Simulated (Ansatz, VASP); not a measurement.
**One calculation of P, two programs**

Contents of POSCAR:

```
P
1.0
   -1.4313554515      1.4313554515      1.4313554515
    1.4313554515     -1.4313554515      1.4313554515
    1.4313554515      1.4313554515     -1.4313554515
P
1
Direct
    0.0000000000      0.0000000000      0.0000000000
```

The input INCAR.step1:

```
SYSTEM = P
PREC = Accurate
ENCUT = 520
ISMEAR = 0
SIGMA = 0.05
LREAL = .False.
LASPH = .True.
NELM = 80
NBANDS = 8
GGA = PE
ALGO = Normal
EDIFF = 1E-4
LWAVE = .True.
LCHARG = .False.
```

File INCAR.step2:

```
SYSTEM = P
PREC = Accurate
ENCUT = 520
EDIFF = 1E-6
ISMEAR = 0
SIGMA = 0.05
LREAL = .False.
LASPH = .True.
NELM = 80
ALGO = Normal
ISIF = 2
LWAVE = .False.
LCHARG = .True.
METAGGA = R2SCAN
LMIXTAU = .True.
IVDW = 12
LELF = .True.
LVHAR = .True.
NBANDS = 8
VDW_S6 = 1.0
VDW_S8 = 0.78981345
VDW_A1 = 0.49484001
VDW_A2 = 5.73083694
ISTART = 1
```

The input KPOINTS:

```
regular mesh
0
Gamma
  22 22 22
  0 0 0
```

Input for Ansatz:

```yaml
crystal:
  lattice:
    - [-1.4313554515, 1.4313554515, 1.4313554515]
    - [1.4313554515, -1.4313554515, 1.4313554515]
    - [1.4313554515, 1.4313554515, -1.4313554515]
  atoms:
    - { symbol: P, position: [0.0, 0.0, 0.0] }
basis:
  ecutwfc: 500
  ecutrho_ratio: 4
kpoints:
  mp_grid: { grid: [22, 22, 22] }
hamiltonian:
  xc: r2scan
  dispersion: d3bj
scf:
  occupations: { method: gaussian, width: 0.05 }
output:
  forces: true
  stress: true
  eigenvalues: true
```

Alike in both runs: task single point; functional r2SCAN; dispersion D3(BJ); k mesh 22 × 22 × 22; occupations gaussian, width 0.05 eV; no spin polarisation.

|  | VASP | Ansatz |
| --- | --- | --- |
| version | VASP 6.6.1 | Ansatz 0.2.0 |
| potentials or method | VASP PAW PBE potentials, release 64 (P), cutoff 520 eV | scalar-relativistic, plane waves, PAW |
| valence electrons in the cell | 5 | 5 |

Ansatz gave:

- gap on the k mesh at the Fermi level (eV): none
- pressure (GPa): 23.0

**Question.** What did VASP give for the same quantities?

**Answer.** gap on the k mesh at the Fermi level (eV): none; pressure (GPa): 22.5.

VASP's potentials were made for PBE, not for r2SCAN. A gap of «none» marks a metal or a gap that the smearing closes. Ansatz's warnings: dispersion damping borrowed.
